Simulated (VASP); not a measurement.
Input of a VASP 6.6.1 run:

Contents of INCAR:

```
SYSTEM = Be3Si
  PREC = Accurate
  ENCUT = 520
  EDIFF = 1E-6
  ISMEAR = 0
  SIGMA = 0.1
  LREAL = .False.
  LASPH = .True.
  NELM = 100
  ALGO = Fast
  ISIF = 2
  LWAVE = .False.
  LCHARG = .False.
  GGA = PS
  NBANDS = 13
```

File KPOINTS:

```
Automatic mesh
0
Gamma
  18 18 18
  0 0 0
```

The input POSCAR:

```
Be3Si
1.0
   -1.7659942034      1.7659942034      3.2363326322
    1.7659942034     -1.7659942034      3.2363326322
    1.7659942034      1.7659942034     -3.2363326322
Be Si
3 1
Direct
    0.7500000000      0.2500000000      0.5000000000
    0.2500000000      0.7500000000      0.5000000000
    0.5000000000      0.5000000000      0.0000000000
    0.0000000000      0.0000000000      0.0000000000
```

Potentials or basis: VASP PAW PBE potentials, release 64 (Be, Si).

Launch:

```console
$ cat potpaw_PBE.64/Be/POTCAR potpaw_PBE.64/Si/POTCAR > POTCAR
$ mpirun -np 1 vasp_std > vasp.out
```

Task: Estimate the pressure.

Result: -3.5 GPa.

Task: Predict the band gap on the k mesh.

Result: Zero (bands 5 and 6 overlap by 4.18 eV).

Stress tensor (GPa, compression positive):
```
-9.52  0.00  0.00
 0.00 -9.52  0.00
 0.00  0.00  8.58
```

Caveat: the cell differs from its parent crystal (strained); the stress differs along the axes, from -10 to 9 GPa; the PAW data sets were made with another functional, which shifts forces and pressure a little.
